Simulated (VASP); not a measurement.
# WCl2F2: single point with PBE

WCl2F2:

```
CELL_PARAMETERS angstrom
-1.66777 1.66777 7.80649
1.66777 -1.66777 7.80649
1.66777 1.66777 -7.80649
ATOMIC_POSITIONS crystal
W 0.00000 0.00000 0.00000
Cl 0.14594 0.14594 0.00000
Cl 0.85406 0.85406 0.00000
F 0.43255 0.43255 0.00000
F 0.56745 0.56745 0.00000
```

The cell was generated, and may not be a known phase.

- Program: VASP 6.6.1
- Task: single point
- Functional: PBE
- Potentials or basis: VASP PAW PBE potentials, release 64 (W_sv, Cl, F)
- Cutoff: 520 eV
- k mesh: 6 × 6 × 6
- Occupations: gaussian, width 0.1 eV
- Spin: no spin polarisation

- Pressure: 0.0 GPa
- Largest force: 0.014 eV/Å
- Band gap on the k mesh: zero (bands 21 and 22 overlap by 1.31 eV)

Forces in eV/Å, atoms in the order of the input:
```
W    0.000  0.000  0.000
Cl   0.000  0.000 -0.009
Cl   0.000  0.000  0.009
F    0.000  0.000 -0.014
F    0.000  0.000  0.014
```

Stress tensor (GPa, compression positive):
```
-0.07  0.00  0.00
 0.00 -0.07  0.00
 0.00  0.00  0.12
```

Levels at points of the mesh, in eV from the Fermi level:
```
           k point  band 17  band 18  band 19  band 20  band 21  band 22  band 23  band 24  band 25  band 26
(0.00, 0.00, 0.00)    -2.72    -1.65    -1.65    -1.44    -1.44    -0.95     0.25     0.97     0.97     4.31
(0.50, 0.00, 0.00)    -2.71    -2.68    -2.65    -1.71    -0.60     0.02     0.87     1.11     2.50     5.16
(0.50, 0.50, 0.00)    -2.69    -2.48    -2.34    -2.15     0.15     0.52     0.59     1.22     2.47     6.94
(0.50, 0.50, 0.50)    -2.75    -1.58    -1.58    -1.54    -1.54    -0.95     0.25     1.03     1.03     5.75
```

It took 4.3 min on 1 thread of Intel(R) Xeon(R) Platinum 8488C (Sapphire Rapids) (shared host), peak memory 0.58 GiB.

Caveat: spin-orbit coupling is left out, which moves the levels of the heavy elements.
